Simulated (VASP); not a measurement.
Wanted: the native input for a VASP 6.6.1 run.

```
Task                   : relaxation of cell and atoms
Functional             : PBE
Potentials or basis    : VASP PAW PBE potentials, release 64 (C, O)
Cutoff                 : 600 eV
k mesh                 : 6 × 6 × 4
Occupations            : gaussian, width 0.02 eV
Spin                   : no spin polarisation
Dipole correction      : no
Further INCAR settings : ALGO = Normal; EDIFF = 1e-07; IBRION = 2; EDIFFG = -0.01; NSW = 100; ISIF = 3
```

The structure of CO lies in POSCAR:

```
CO
1.0
    4.1588334876      0.0000000000      0.0000000000
   -2.0794167438      3.6016554504      0.0000000000
    0.0000000000      0.0000000000      7.3685088017
C O
2 2
Direct
    0.3333333333      0.6666666667      0.1140415205
    0.6666666667      0.3333333333      0.6140415205
    0.3333333333      0.6666666667      0.2680584795
    0.6666666667      0.3333333333      0.7680584795
```

These files were run (other wordings do the same):

INCAR

```
SYSTEM = CO
PREC = Accurate ; ENCUT = 600
EDIFF = 1E-7 ; ISMEAR = 0
SIGMA = 0.02 ; LREAL = .False.
LASPH = .True. ; NELM = 120
ALGO = Normal ; ISIF = 3
LWAVE = .False. ; LCHARG = .False.
GGA = PE ; IBRION = 2
NSW = 100 ; EDIFFG = -0.01
GGA_COMPAT = .False. ; NELMIN = 4
```

KPOINTS

```
regular mesh
0
Gamma
  6 6 4
  0 0 0
```

Potentials or basis: VASP PAW PBE potentials, release 64 (C, O).

Launch:

```sh
$ cat potpaw_PBE.64/C/POTCAR potpaw_PBE.64/O/POTCAR > POTCAR
$ mpirun -np 1 vasp_std > vasp.out
```

Results of the run:

```
Relaxed volume                        : 27.63 Å³/atom
Relaxed cell                          : a = 4.159 Å, b = 4.159 Å, c = 7.378 Å, α = 90.00°, β = 90.00°, γ = 120.00°
Space group after relaxing (to 0.1 Å) : P6_3mc (No. 186)
Energy gained by relaxing             : 1.8 meV/atom
Ionic steps                           : 5
Pressure after relaxing               : 0.1 GPa
Largest force after relaxing          : 0.009 eV/Å
Band gap on the k mesh                : 6.05 eV (least direct gap 6.06 eV)
```

Caveat: this functional lacks dispersion, which holds the molecules together, so the pressure and a relaxed volume are unreliable.

Wall time 79 s on 1 thread of Intel(R) Xeon(R) 6975P-C (Granite Rapids), with other jobs on the host, peak memory 0.27 GiB.
